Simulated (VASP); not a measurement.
A run of VASP 6.6.1 is set up as follows.

Contents of INCAR:

```
SYSTEM = Mg31S32
PREC = Accurate ; ENCUT = 400
EDIFF = 1E-6 ; ISMEAR = -1
SIGMA = 0.05 ; LREAL = Auto
LASPH = .TRUE. ; NELM = 120
ALGO = Normal ; ISIF = 2
LWAVE = .FALSE. ; LCHARG = .TRUE.
GGA = PS ; LELF = .TRUE.
LVHAR = .TRUE. ; NELECT = 256.0
ISYM = -1 ; NBANDS = 164
GGA_COMPAT = .FALSE.
```

KPOINTS

```
explicit points
1
Reciprocal
  0.25000000   0.25000000   0.25000000 1
```

The input POSCAR:

```
Mg31S32
1.0
   10.3639610000      0.0000000000      0.0000000000
    0.0000000000     10.3639610000      0.0000000000
    0.0000000000      0.0000000000     10.3639610000
S Mg
32 31
Direct
    0.2490310000      0.0002370000      0.0002070000
    0.2471980000      0.0002720000      0.5002300000
    0.2472070000      0.5002220000      0.0002630000
    0.2401350000      0.5002700000      0.5002580000
    0.7515740000      0.0001470000      0.0001120000
    0.7532810000      0.0001300000      0.5000790000
    0.7532790000      0.5001770000      0.0001270000
    0.7603720000      0.5001570000      0.5001180000
    0.0003530000      0.2490070000      0.0003440000
    0.0003160000      0.2470790000      0.5003340000
    0.0001730000      0.7514770000      0.0001310000
    0.0002430000      0.7532090000      0.5001600000
    0.5003470000      0.2471090000      0.0003370000
    0.5003520000      0.2400750000      0.5003790000
    0.5002290000      0.7532150000      0.0001540000
    0.5000810000      0.7603050000      0.5000870000
    0.0003790000      0.0003790000      0.2489480000
    0.0002350000      0.0000970000      0.7514100000
    0.0002820000      0.5002950000      0.2471850000
    0.0002110000      0.5001810000      0.7533170000
    0.5003320000      0.0002970000      0.2471090000
    0.5002290000      0.0001700000      0.7532100000
    0.5003670000      0.5003510000      0.2400890000
    0.5001790000      0.5001260000      0.7602960000
    0.2494770000      0.2494430000      0.2493960000
    0.2492960000      0.2492370000      0.7512320000
    0.2493140000      0.7512760000      0.2492290000
    0.2492660000      0.7511170000      0.7511730000
    0.7513060000      0.2492730000      0.2493400000
    0.7512270000      0.2491750000      0.7512080000
    0.7512780000      0.7511470000      0.2491630000
    0.7509960000      0.7510200000      0.7509310000
    0.0003030000      0.0002600000      0.0001870000
    0.0002210000      0.0001460000      0.5001780000
    0.0002330000      0.5002770000      0.0002710000
    0.0002460000      0.5000730000      0.5003230000
    0.5003120000      0.0001610000      0.0001650000
    0.5001730000      0.0001870000      0.5001290000
    0.5001970000      0.5001560000      0.0001940000
    0.2515170000      0.2513960000      0.0003400000
    0.2551290000      0.2550230000      0.5003540000
    0.2513700000      0.7490110000      0.0002440000
    0.2548300000      0.7455310000      0.5001770000
    0.7491570000      0.2514020000      0.0003240000
    0.7455680000      0.2549040000      0.5002950000
    0.7490310000      0.7489980000      0.0000290000
    0.7452710000      0.7453680000      0.5000240000
    0.2515190000      0.0003810000      0.2513490000
    0.2514070000      0.0001930000      0.7490830000
    0.2551660000      0.5004030000      0.2550800000
    0.2549870000      0.5002090000      0.7454580000
    0.7491880000      0.0002540000      0.2512730000
    0.7491040000      0.0001270000      0.7489530000
    0.7456140000      0.5002140000      0.2548850000
    0.7453490000      0.5000760000      0.7452810000
    0.0004200000      0.2515170000      0.2515400000
    0.0002710000      0.2513460000      0.7492350000
    0.0003040000      0.7491550000      0.2513560000
    0.0001060000      0.7489770000      0.7489820000
    0.5004250000      0.2552150000      0.2552600000
    0.5002580000      0.2549210000      0.7456570000
    0.5003110000      0.7456040000      0.2549200000
    0.5000810000      0.7453750000      0.7453230000
```

Potentials or basis: VASP PAW PBE potentials, release 64 (S, Mg).

Run with:

```console
$ cat potpaw_PBE.64/S/POTCAR potpaw_PBE.64/Mg/POTCAR > POTCAR
$ mpirun -np 1 vasp_std > vasp.out
```

Predict the largest force.

0.020 eV/Å.

Forces on the atoms (eV/Å):
```
S    0.000  0.001  0.002
S   -0.004 -0.004  0.000
S   -0.004  0.001 -0.003
S    0.019 -0.003 -0.001
S   -0.002  0.001  0.001
S    0.004  0.003  0.002
S    0.004 -0.001  0.003
S   -0.019 -0.001  0.002
S    0.000 -0.002  0.000
S   -0.004  0.000  0.000
S    0.001  0.000  0.001
S    0.000  0.005  0.000
S   -0.001 -0.001 -0.004
S   -0.002  0.020 -0.002
S   -0.001  0.006  0.003
S    0.003 -0.019  0.003
S    0.000 -0.003 -0.001
S   -0.001  0.002  0.003
S   -0.001  0.000 -0.003
S    0.002 -0.002  0.002
S    0.000 -0.003 -0.003
S    0.000  0.002  0.005
S   -0.002 -0.002  0.020
S    0.001  0.001 -0.018
S   -0.002 -0.003 -0.002
S   -0.003 -0.002  0.006
S   -0.003  0.004 -0.003
S   -0.006  0.006  0.004
S    0.004 -0.002 -0.005
S    0.004 -0.003  0.004
S    0.002  0.007 -0.004
S    0.006  0.004  0.006
Mg  -0.001 -0.002  0.000
Mg   0.000  0.000  0.000
Mg   0.000 -0.002 -0.002
Mg   0.000  0.004 -0.004
Mg  -0.001  0.000 -0.001
Mg   0.002  0.000  0.002
Mg   0.002  0.001  0.000
Mg   0.002  0.004  0.000
Mg   0.007  0.008  0.001
Mg   0.004 -0.001 -0.002
Mg   0.007 -0.005  0.002
Mg  -0.003  0.000 -0.002
Mg  -0.004  0.005 -0.001
Mg  -0.003 -0.003  0.002
Mg  -0.004 -0.007 -0.001
Mg   0.002 -0.001  0.005
Mg   0.003  0.000 -0.004
Mg   0.006  0.000  0.007
Mg   0.004  0.000 -0.003
Mg  -0.003 -0.002  0.003
Mg  -0.005 -0.001 -0.004
Mg  -0.004  0.001  0.005
Mg  -0.005 -0.001 -0.006
Mg  -0.001  0.002  0.001
Mg   0.000  0.002 -0.005
Mg  -0.001 -0.004  0.002
Mg   0.002 -0.003 -0.003
Mg   0.001  0.004  0.004
Mg   0.000  0.003 -0.006
Mg   0.000 -0.006  0.003
Mg  -0.001 -0.008 -0.007
```

Caveat: the cell carries a net charge on a neutralising background, which shifts energy and pressure; the PAW data sets were made with another functional, which shifts forces and pressure a little.
